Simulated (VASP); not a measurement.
Wanted: the native input for a VASP 6.6.1 run.

```
Task                   : single point
Functional             : LDA
Potentials or basis    : VASP PAW LDA potentials, release 64 (Ni, Si)
Cutoff                 : 520 eV
k mesh                 : 16 × 16 × 16
Occupations            : fermi-dirac, width 0.08 eV
Spin                   : no spin polarisation
Dipole correction      : no
Further INCAR settings : ALGO = Normal; EDIFF = 1e-06; NBANDS = 14
```

The structure of SiNi (rocksalt type) lies in POSCAR:

```
SiNi
1.0
    0.0000000000      2.2245375381      2.2245375381
    2.2245375381      0.0000000000      2.2245375381
    2.2245375381      2.2245375381      0.0000000000
Ni Si
1 1
Direct
    0.0000000000      0.0000000000      0.0000000000
    0.5000000000      0.5000000000      0.5000000000
```

This cell differs from its parent crystal: volume scaled by 0.88.

These files were run (other wordings do the same):

INCAR

```
ALGO     = Normal         # electronic algorithm
EDIFF    = 1E-6           # SCF threshold, eV
ENCUT    = 520            # plane-wave cutoff, eV
ISIF     = 2              # what is computed and relaxed
ISMEAR   = -1             # smearing method
LASPH    = T              # aspherical terms in the spheres
LCHARG   = F              # write CHGCAR
LREAL    = F              # projectors in reciprocal space
LWAVE    = F              # write WAVECAR
NBANDS   = 14             # bands
NELM     = 100            # most SCF steps
PREC     = Accurate       # precision mode
SIGMA    = 0.08           # smearing width, eV
```

KPOINTS

```
k-points
0
Gamma
  16 16 16
```

Potentials or basis: VASP PAW LDA potentials, release 64 (Ni, Si).

Command:

```bash
$ cat potpaw_LDA.64/Ni/POTCAR potpaw_LDA.64/Si/POTCAR > POTCAR
$ mpirun -np 1 vasp_std > vasp.out
```

It gave:

```
Pressure               : 28.7 GPa
Band gap on the k mesh : zero (band 7 reaches 16.49 eV, above the bottom of band 8 at 10.33 eV)
```

Wall time 46 s on 1 thread of Intel Xeon 8259CL, with other jobs on the host, peak memory 0.16 GiB.
